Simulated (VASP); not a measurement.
# MgZr2H6 (P-3m1) in VASP: notebook

Runs on MgZr2H6. Level: PBE. Tasks: relaxation of cell and atoms, single point.

All numbers are computed with VASP 6.6.1; they aren't measurements. Logs are shortened: lines on timing, memory, paths and dates and some standing lists are left out, and cuts for length are marked.

## Step 1: The cell of the first run

It takes space group P-3m1 (No. 164, trigonal). Conventional cell: a = 5.361 Å, b = 5.361 Å, c = 3.210 Å, α = 90.00°, β = 90.00°, γ = 120.00°. Within 2.6 Å of Mg (site symmetry -3m) lie 6 H at 1.96 Å. Within 2.7 Å of Zr (site symmetry 3m) lie 12 H at 2.07 to 2.69 Å. H (site symmetry m) has 1 Mg at 1.96 Å and 4 Zr at 2.07 to 2.69 Å and 6 H at 2.28 to 2.42 Å within 2.7 Å.

## Step 2: Relaxation of cell and atoms, PBE

INCAR

```
PREC = Accurate
ENCUT = 600
EDIFF = 1E-6
ISMEAR = 0
SIGMA = 0.1
LREAL = F
LASPH = T
NELM = 60
ALGO = Normal
ISIF = 3
LWAVE = F
LCHARG = F
GGA = PE
IBRION = 2
NSW = 90
EDIFFG = -0.04
```

KPOINTS

```
regular mesh
0
Gamma
  6 6 6
```

POSCAR

```
MgZr2H6
1.0
    5.3607169520      0.0000000000      0.0000000000
   -2.6803584760      4.6425170630      0.0000000000
    0.0000000000      0.0000000000      3.2101325817
Mg Zr H
1 2 6
Direct
    0.0000000000      0.0000000000      0.5000000000
    0.3333333333      0.6666666667      0.7422012466
    0.6666666667      0.3333333333      0.2577987534
    0.8084636204      0.6169272409      0.7556693066
    0.3830727591      0.1915363796      0.7556693066
    0.8084636204      0.1915363796      0.7556693066
    0.1915363796      0.3830727591      0.2443306934
    0.6169272409      0.8084636204      0.2443306934
    0.1915363796      0.8084636204      0.2443306934
```

Potentials or basis: VASP PAW PBE potentials, release 64 (Mg, Zr_sv, H).

Launch:

```bash
$ cat potpaw_PBE.64/Mg/POTCAR potpaw_PBE.64/Zr_sv/POTCAR potpaw_PBE.64/H/POTCAR > POTCAR
$ mpirun -np 1 vasp_std > vasp.out
```

OUTCAR:

```text
PREC = Accurate
   ENCUT = 600
   EDIFF = 1E-6
   ISMEAR = 0
   LREAL = F
   LASPH = T
   NELM = 60
   ISIF = 3
   GGA = PE
   IBRION = 2
   NSW = 90
   EDIFFG = -0.04

 ion  position               nearest neighbor table
   1  0.000  0.000  0.500-   5 1.96   8 1.96   7 1.96   4 1.96   6 1.96   9 1.96   2 3.19   3 3.19
                             3 3.19   2 3.19   3 3.19   2 3.19
   2  0.333  0.667  0.742-   9 2.07   8 2.07   7 2.07   9 2.08   8 2.08   7 2.08   1 3.19   1 3.19
                             1 3.19   3 3.46   3 3.46   3 3.46   3 3.51   3 3.51   3 3.51
   3  0.667  0.333  0.258-   6 2.07   5 2.07   4 2.07   6 2.08   5 2.08   4 2.08   1 3.19   1 3.19
                             1 3.19   2 3.46   2 3.46   2 3.46   2 3.51   2 3.51   2 3.51
   4  0.808  0.617  0.756-   1 1.96   3 2.07   3 2.08
   5  0.383  0.192  0.756-   1 1.96   3 2.07   3 2.08
   6  0.808  0.192  0.756-   1 1.96   3 2.07   3 2.08
   7  0.192  0.383  0.244-   1 1.96   2 2.07   2 2.08
   8  0.617  0.808  0.244-   1 1.96   2 2.07   2 2.08
   9  0.192  0.808  0.244-   1 1.96   2 2.07   2 2.08

  LATTYP: Found a hexagonal cell.
 ALAT       =     5.3607169520
 C/A-ratio  =     0.5988252337

  Lattice vectors:

 A1 = (   5.3607169520,   0.0000000000,   0.0000000000)
 A2 = (  -2.6803584760,   4.6425170630,   0.0000000000)
 A3 = (   0.0000000000,   0.0000000000,   3.2101325817)

Analysis of symmetry for initial positions (statically):
=====================================================================
 Subroutine PRICEL returns:
 Original cell was already a primitive cell.

 Routine SETGRP: Setting up the symmetry group for a
 hexagonal supercell.

 Subroutine GETGRP returns: Found 12 space group operations
 (whereof 12 operations were pure point group operations)
 out of a pool of 24 trial point group operations.

The static configuration has the point symmetry D_3d.

Analysis of symmetry for dynamics (positions and initial velocities):
=====================================================================
 Subroutine PRICEL returns:
 Original cell was already a primitive cell.

 Routine SETGRP: Setting up the symmetry group for a
 hexagonal supercell.

 Subroutine GETGRP returns: Found 12 space group operations
 (whereof 12 operations were pure point group operations)
 out of a pool of 24 trial point group operations.

The dynamic configuration has the point symmetry D_3d.

 Subroutine INISYM returns: Found 12 space group operations
 (whereof 12 operations are pure point group operations),
 and found     1 'primitive' translations

----------------------------------------------------------------------------------------

                                     Primitive cell

  volume of cell :      79.8913

  direct lattice vectors                    reciprocal lattice vectors
     5.360716952  0.000000000  0.000000000     0.186542212  0.107700197  0.000000000
    -2.680358476  4.642517063  0.000000000     0.000000000  0.215400393  0.000000000
     0.000000000  0.000000000  3.210132582     0.000000000  0.000000000  0.311513613

  length of vectors
     5.360716952  5.360716952  3.210132582     0.215400393  0.215400393  0.311513613

  position of ions in fractional coordinates (direct lattice)
     0.000000000  0.000000000  0.500000000
     0.333333333  0.666666667  0.742201247
     0.666666667  0.333333333  0.257798753
     0.808463620  0.616927241  0.755669307
     0.383072759  0.191536380  0.755669307
     0.808463620  0.191536380  0.755669307
     0.191536380  0.383072759  0.244330693
     0.616927241  0.808463620  0.244330693
     0.191536380  0.808463620  0.244330693

  ion indices of the primitive-cell ions
   primitive index   ion index
                 1           1
                 2           2
                 3           3
                 4           4
                 5           5
                 6           6
                 7           7
                 8           8
                 9           9

----------------------------------------------------------------------------------------

 KPOINTS: regular mesh

Automatic generation of k-mesh.
 Grid dimensions read from file:
 generate k-points for:    6    6    6

 Generating k-lattice:

  Cartesian coordinates                     Fractional coordinates (reciprocal lattice)
     0.031090369  0.017950033  0.000000000     0.166666667  0.000000000  0.000000000
     0.000000000  0.035900066  0.000000000     0.000000000  0.166666667  0.000000000
     0.000000000  0.000000000  0.051918936     0.000000000  0.000000000  0.166666667

  Length of vectors
     0.035900066  0.035900066  0.051918936

  Shift w.r.t. Gamma in fractional coordinates (k-lattice)
     0.000000000  0.000000000  0.000000000

 Subroutine IBZKPT returns following result:
 ===========================================

 Found     34 irreducible k-points:

 Following reciprocal coordinates:
            Coordinates               Weight
  0.000000  0.000000  0.000000      1.000000
  0.166667  0.000000  0.000000      6.000000
  0.333333  0.000000  0.000000      6.000000
  0.500000  0.000000  0.000000      3.000000
  0.166667  0.166667  0.000000      6.000000
  0.333333  0.166667  0.000000     12.000000
[... 16 lines left out ...]
  0.500000  0.000000  0.333333      6.000000
  0.166667  0.166667  0.333333     12.000000
 [... further k-points ...]
   k-points           NKPTS =     34   k-points in BZ     NKDIM =     34   number of bands    NBANDS=     21
   number of dos      NEDOS =    301   number of ions     NIONS =      9
   total plane-waves  NPLWV =  64512
   dimension x,y,z NGX =    48 NGY =   48 NGZ =   28
   dimension x,y,z NGXF=    96 NGYF=   96 NGZF=   56
   ions per type =               1   2   6
   NGX,Y,Z   is equivalent  to a cutoff of  14.89, 14.89, 14.50 a.u.
   NGXF,Y,Z  is equivalent  to a cutoff of  29.77, 29.77, 29.00 a.u.
 SYSTEM =  unknown system
   PREC   = accura    normal or accurate (medium, high low for compatibility)
   ISTART =      0    job   : 0-new  1-cont  2-samecut
   ICHARG =      2    charge: 1-file 2-atom 10-const
   ISPIN  =      1    spin polarized calculation?
   LNONCOLLINEAR =      F non collinear calculations
   LSORBIT =      F    spin-orbit coupling
   LASPH  =      T    aspherical Exc in radial PAW
   ENCUT  =  600.0 eV  44.10 Ry    6.64 a.u.  10.71 10.71  6.41*2*pi/ulx,y,z
   NELM   =     60;   NELMIN=  2; NELMDL= -5     # of ELM steps
   EDIFF  = 0.1E-05   stopping-criterion for ELM
   LREAL  =      F    real-space projection
   EDIFFG = -.4E-01   stopping-criterion for IOM
   NSW    =     90    number of steps for IOM
   IBRION =      2    ionic relax: 0-MD 1-quasi-New 2-CG
   NFREE  =      1    steps in history (QN), initial steepest desc. (CG)
   ISIF   =      3    stress and relaxation
   ISYM   =      2    0-nonsym 1-usesym 2-fastsym
   POTIM  = 0.5000    time-step for ionic-motion
   TEBEG  =    0.0;   TEEND  =   0.0 temperature during run
   PSTRESS=    0.0 pullay stress
   NELECT =      32.0000    total number of electrons
   NUPDOWN=      -1.0000    fix difference up-down
   EMIN   =  10.00;   EMAX   =-10.00  energy-range for DOS
   EFERMI =   0.00;   METHOD = LEGACY
   ISMEAR =     0;   SIGMA  =   0.10  broadening in eV -4-tet -1-fermi 0-gaus
   EFERMI_NEDOS =   21; number of points for ismear=-14 and -15
   IALGO  =     38    algorithm
   IMIX   =      4    mixing-type and parameters
     AMIX     =   0.40;   BMIX     =  1.00
     AMIX_MAG =   1.60;   BMIX_MAG =  1.00
  volume/ion in A,a.u.               =       8.88        59.90
  Fermi-wavevector in a.u.,A,eV,Ry     =   1.206771  2.280467 19.814129  1.456297
  Thomas-Fermi vector in A             =   2.342429
   LORBIT       =      0    0 simple, 1 ext, 2 COOP (PROOUT), +10 PAW based schemes
   GGA     = PE    functional components
   LHFCALC =     F    Hartree Fock is set to
   AEXX    =    0.0000 exact exchange contribution
   IVDW    =     0    specifies the selected vdW correction
   LEPSILON=     F    determine dielectric tensor
   LRPA    =     F    only Hartree local field effects (RPA)
 conjugate gradient relaxation of ions
 non-spin polarized calculation
 Gauss-broadening in eV      SIGMA  =   0.10
  energy-cutoff  :      600.00
  volume of cell :       79.89
 maximum number of plane-waves:      2701
 NGX is ok and might be reduce to    48
   NGX = 21   NGY = 21   NGZ = 13

--------------------------------------- Ionic step        1  -------------------------------------------

 number of electron      32.0000001 magnetization

 Free energy of the ion-electron system (eV)
  ---------------------------------------------------
  ext. energy  EPLUGINS =         0.00000000
  ---------------------------------------------------
  free energy    TOTEN  =       -40.22848212 eV

  energy without entropy =      -40.21436697  energy(sigma->0) =      -40.22142454

------------------------ aborting loop because EDIFF is reached ----------------------------------------

  FORCE on cell =-STRESS in cart. coord.  units (eV):
  Direction    XX          YY          ZZ          XY          YZ          ZX
  --------------------------------------------------------------------------------------
  -------------------------------------------------------------------------------------
  Total        0.2466615      0.2466615     -0.8721159      0.0000000      0.0000000      0.0000000
  in kB        4.9466657      4.9466657    -17.4898240      0.0000000      0.0000000      0.0000000
  external PRESSURE =      -2.5321642 kB  Pullay stress =       0.0000000 kB
[... 114 lines left out ...]
  energy  without entropy=      -40.2237713953  energy(sigma->0) =      -40.23056478

--------------------------------------- Ionic step        4  -------------------------------------------

 number of electron      32.0000001 magnetization

 Free energy of the ion-electron system (eV)
  ---------------------------------------------------
  ext. energy  EPLUGINS =         0.00000000
  ---------------------------------------------------
  free energy    TOTEN  =       -40.23947844 eV

  energy without entropy =      -40.22600190  energy(sigma->0) =      -40.23274017

 E-fermi :   7.1867     XC(G=0): -10.6438

 val. band max:        7.1834692909   @ k =   0.1667   0.1667   0.5000
 cond. band min:       7.2797448834   @ k =   0.3333   0.3333   0.3333
 fundamental gap:      0.0962755926
 Fermi energy:         7.1866752407

 k-point     1 :       0.0000    0.0000    0.0000
  band No.  band energies     occupation
      1     -42.0551      2.00000
      2     -42.0046      2.00000
      3     -20.2657      2.00000
      4     -20.2657      2.00000
      5     -20.0346      2.00000
      6     -20.0346      2.00000
[... 550 lines left out ...]
      5     -20.1563      2.00000
      6     -20.0986      2.00000
[... 13 lines left out ...]
     20       9.5329      0.00000
     21       9.8194      0.00000

 [... further k-points ...]
[... 5 lines left out ...]
  --------------------------------------------------------------------------------------
  -------------------------------------------------------------------------------------
  Total        0.1118780      0.1118780      0.1069779      0.0000000      0.0000000      0.0000000
  in kB        2.2373272      2.2373272      2.1393346      0.0000000      0.0000000      0.0000000
  external PRESSURE =       2.2046630 kB  Pullay stress =       0.0000000 kB
[... 24 lines left out ...]
  FREE ENERGIE OF THE ION-ELECTRON SYSTEM (eV)
  ---------------------------------------------------
  free  energy   TOTEN  =       -40.2394784352 eV

  energy  without entropy=      -40.2260018951  energy(sigma->0) =      -40.23274017

 reached required accuracy - stopping structural energy minimisation
```

Run time: 4 min. Hardware: 1 thread of Intel Xeon Platinum 8559C (Emerald Rapids), shared host; peak memory 0.29 GiB.

Results:

- Free energy: -40.2395 eV
- Relaxed volume: 8.90 Å³/atom
- Relaxed cell: a = 5.392 Å, b = 5.392 Å, c = 3.182 Å, α = 90.00°, β = 90.00°, γ = 120.00°
- Space group after relaxing (to 0.1 Å): P-3m1 (No. 164)
- Energy gained by relaxing: 1.2 meV/atom
- Ionic steps: 4
- Pressure after relaxing: 0.2 GPa
- Largest force after relaxing: 0.012 eV/Å
- Band gap on the k mesh: zero (bands 16 and 17 overlap by 2.05 eV)

Forces in eV/Å, atoms in the order of the input:
```
Mg   0.000  0.000  0.000
Zr   0.000  0.000  0.007
Zr   0.000  0.000 -0.007
H    0.000 -0.011 -0.005
H    0.010  0.006 -0.005
H   -0.010  0.006 -0.005
H    0.000  0.011  0.005
H   -0.010 -0.006  0.005
H    0.010 -0.006  0.005
```

Step by step:
| step | energy change (eV) | largest force (eV/Å) | pressure (GPa) | volume (Å³) |
| --- | --- | --- | --- | --- |
| 1 | 0.0000 | 0.1145 | -0.25 | 79.89 |
| 2 | -0.0066 | 0.0690 | 0.27 | 79.73 |
| 3 | -0.0089 | 0.0231 | 0.80 | 79.57 |
| 4 | -0.0110 | 0.0123 | 0.22 | 80.12 |

Final structure:
```xyz
9
Lattice="5.3916 0.0000 0.0000 -2.6958 4.6693 0.0000 0.0000 0.0000 3.1824" Properties=species:S:1:pos:R:3 pbc="T T T"
Mg    0.0000    0.0000    1.5912
Zr    0.0000    3.1128    2.3575
Zr    2.6958    1.5564    0.8249
H     2.6958    2.8663    2.4037
H     1.5614    0.9015    2.4037
H     3.8302    0.9015    2.4037
H     0.0000    1.8030    0.7787
H     1.1344    3.7678    0.7787
H    -1.1344    3.7678    0.7787
```

Levels at points of the mesh, in eV from the Fermi level:
```
           k point  band 13  band 14  band 15  band 16  band 17  band 18  band 19  band 20
(0.00, 0.00, 0.00)    -3.33    -3.33    -2.03     0.52     0.52     1.52     1.52     2.22
(0.50, 0.00, 0.00)    -3.08    -2.53    -1.12    -1.01     0.20     1.24     1.41     2.49
(0.00, 0.00, 0.50)    -5.73    -5.73     1.26     1.26     1.57     1.57     2.21     2.86
(0.50, 0.00, 0.50)    -5.43    -5.35    -0.59    -0.49     0.21     0.49     1.91     2.09
```

## Step 3: Single point, PBE

This run uses another cell than the first one, of 8.96 Å³/atom.

INCAR

```
  ALGO = Normal
  EDIFF = 1E-6
  ENCUT = 520
  GGA = PE
  ISIF = 2
  ISMEAR = 0
  LASPH = T
  LCHARG = T
  LELF = T
  LREAL = F
  LVHAR = T
  LWAVE = F
  NBANDS = 26
  NELM = 80
  PREC = Accurate
  SIGMA = 0.1
```

KPOINTS

```
k-points
0
Gamma
  12 12 12
```

POSCAR

```
MgZr2H6
1.0
    5.4155334683      0.0000000000      0.0000000000
   -2.7077667341      4.6899895586      0.0000000000
    0.0000000000      0.0000000000      3.1750104792
Mg Zr H
1 2 6
Direct
    0.0000000000      0.0000000000      0.5000000000
    0.3333333333      0.6666666667      0.7448601532
    0.6666666667      0.3333333333      0.2551398468
    0.8063042454      0.6126084909      0.7522870926
    0.3873915091      0.1936957546      0.7522870926
    0.8063042454      0.1936957546      0.7522870926
    0.1936957546      0.3873915091      0.2477129074
    0.6126084909      0.8063042454      0.2477129074
    0.1936957546      0.8063042454      0.2477129074
```

Potentials or basis: VASP PAW PBE potentials, release 64 (Mg, Zr_sv, H).

Launch:

```bash
$ cat potpaw_PBE.64/Mg/POTCAR potpaw_PBE.64/Zr_sv/POTCAR potpaw_PBE.64/H/POTCAR > POTCAR
$ mpirun -np 1 vasp_std > vasp.out
```

It took 4.3 min on 1 thread of Intel Xeon Platinum 8559C (Emerald Rapids), shared host; peak memory 0.46 GiB.

It converged, with:

```
Free energy            : -40.2134 eV
Pressure               : -0.2 GPa
Largest force          : 0.010 eV/Å
Band gap on the k mesh : zero (bands 16 and 17 overlap by 2.11 eV)
```

Forces in eV/Å, atoms in the order of the input:
```
Mg   0.000  0.000  0.000
Zr   0.000  0.000  0.001
Zr   0.000  0.000 -0.001
H    0.000  0.010 -0.001
H   -0.009 -0.005 -0.001
H    0.009 -0.005 -0.001
H    0.000 -0.010  0.001
H    0.009  0.005  0.001
H   -0.009  0.005  0.001
```

Levels at points of the mesh, in eV from the Fermi level:
```tsv
k point	band 12	band 13	band 14	band 15	band 16	band 17	band 18	band 19	band 20	band 21
(0.00, 0.00, 0.00)	-5.96	-3.37	-3.37	-2.11	0.45	0.45	1.53	1.53	2.12	2.75
(0.50, 0.00, 0.00)	-5.85	-3.12	-2.56	-1.16	-1.04	0.12	1.26	1.42	2.47	2.52
(0.00, 0.00, 0.50)	-5.86	-5.75	-5.75	1.27	1.27	1.47	1.47	2.09	2.82	2.92
(0.50, 0.00, 0.50)	-5.59	-5.44	-5.34	-0.58	-0.54	0.23	0.45	1.83	2.00	3.38
```

## Step 4: Single point, PBE, collinear spin

This run uses another cell than the first one, of 8.93 Å³/atom.

INCAR

```
PREC = Accurate ; ENCUT = 520
EDIFF = 1E-6 ; ISMEAR = 0
SIGMA = 0.1 ; LREAL = F
LASPH = T ; NELM = 150
ALGO = Normal ; ISIF = 2
LWAVE = F ; LCHARG = T
ISPIN = 2 ; MAGMOM = 0 1 1 0 0 0 0 0 0
LORBIT = 11 ; LMAXMIX = 4
GGA = PE ; LELF = T
LVHAR = T ; NBANDS = 30
```

KPOINTS

```
Automatic mesh
0
Gamma
  6 6 6
```

POSCAR

```
MgZr2H6
1.0
    5.3962983397      0.0000000000      0.0000000000
   -2.6981491698      4.6733314485      0.0000000000
    0.0000000000      0.0000000000      3.1862081814
Mg Zr H
1 2 6
Direct
    0.0000000000      0.0000000000      0.5000000000
    0.3333333333      0.6666666667      0.7418636940
    0.6666666667      0.3333333333      0.2581363060
    0.8067694951      0.6135389902      0.7555088220
    0.3864610098      0.1932305049      0.7555088220
    0.8067694951      0.1932305049      0.7555088220
    0.1932305049      0.3864610098      0.2444911780
    0.6135389902      0.8067694951      0.2444911780
    0.1932305049      0.8067694951      0.2444911780
```

Launch:

```bash
$ cat potpaw_PBE.64/Mg/POTCAR potpaw_PBE.64/Zr_sv/POTCAR potpaw_PBE.64/H/POTCAR > POTCAR
$ mpirun -np 1 vasp_std > vasp.out
```

Wall time 2.2 min (1 thread of Intel Xeon Platinum 8559C (Emerald Rapids), shared host); peak memory 0.29 GiB.

It converged, with:

```
Free energy                                           : -40.2368 eV
Pressure                                              : -0.2 GPa
Largest force                                         : 0.026 eV/Å
Band gap on the k mesh                                : zero (filled and empty bands overlap)
Net moment                                            : 0.00 μB per cell
Valence electrons inside the program's atomic spheres : Mg 0.38; Zr 9.83; H 0.55
```

Forces on the atoms (eV/Å):
```
Mg   0.000  0.000  0.000
Zr   0.000  0.000 -0.026
Zr   0.000  0.000  0.026
H    0.000 -0.006 -0.022
H    0.005  0.003 -0.022
H   -0.005  0.003 -0.022
H    0.000  0.006  0.022
H   -0.005 -0.003  0.022
H    0.005 -0.003  0.022
```

Stress tensor (GPa, compression positive):
```
-0.12  0.00  0.00
 0.00 -0.12  0.00
 0.00  0.00 -0.31
```

Levels at points of the mesh, in eV from the Fermi level:
Spin up:
```csv
k point,band 13,band 14,band 15,band 16,band 17,band 18,band 19,band 20
"(0.00, 0.00, 0.00)",-3.33,-3.33,-2.03,0.52,0.52,1.51,1.51,2.22
"(0.50, 0.00, 0.00)",-3.07,-2.53,-1.11,-1.00,0.20,1.23,1.40,2.49
"(0.00, 0.00, 0.50)",-5.72,-5.72,1.27,1.27,1.55,1.55,2.19,2.84
"(0.50, 0.00, 0.50)",-5.43,-5.35,-0.58,-0.50,0.22,0.48,1.90,2.08
```
Spin down:
| k point | band 13 | band 14 | band 15 | band 16 | band 17 | band 18 | band 19 | band 20 |
| --- | --- | --- | --- | --- | --- | --- | --- | --- |
| (0.00, 0.00, 0.00) | -3.33 | -3.33 | -2.03 | 0.52 | 0.52 | 1.51 | 1.51 | 2.22 |
| (0.50, 0.00, 0.00) | -3.07 | -2.53 | -1.11 | -1.00 | 0.20 | 1.23 | 1.40 | 2.49 |
| (0.00, 0.00, 0.50) | -5.72 | -5.72 | 1.27 | 1.27 | 1.55 | 1.55 | 2.19 | 2.84 |
| (0.50, 0.00, 0.50) | -5.43 | -5.35 | -0.58 | -0.50 | 0.22 | 0.48 | 1.90 | 2.08 |

## Step 5: The runs side by side

| task | spin | cell | k mesh | cutoff (eV) | gap on the mesh (eV) | pressure (GPa) | largest force (eV/Å) |
| --- | --- | --- | --- | --- | --- | --- | --- |
| relaxation of cell and atoms | off | relaxed from a = 5.361, b = 5.361, c = 3.210 Å, angles 90.0, 90.0, 120.0°, 9 atoms, atomic positions A | 6 × 6 × 6 | 600 | none | 0.2 | 0.01 |
| single point | off | a = 5.416, b = 5.416, c = 3.175 Å, angles 90.0, 90.0, 120.0°, 9 atoms, atomic positions B | 12 × 12 × 12 | 520 | none | -0.2 | 0.01 |
| single point | collinear | a = 5.396, b = 5.396, c = 3.186 Å, angles 90.0, 90.0, 120.0°, 9 atoms, atomic positions C | 6 × 6 × 6 | 520 | none | -0.2 | 0.03 |

Alike in all rows: level PBE; potentials or basis VASP PAW PBE potentials, release 64 (Mg, Zr_sv, H); smearing gaussian 0.1 eV.

Total energies depend on the potentials used, so only differences within one code and one set of settings carry meaning.

The gap in the log of VASP goes by the Fermi energy; the results here count the filled bands.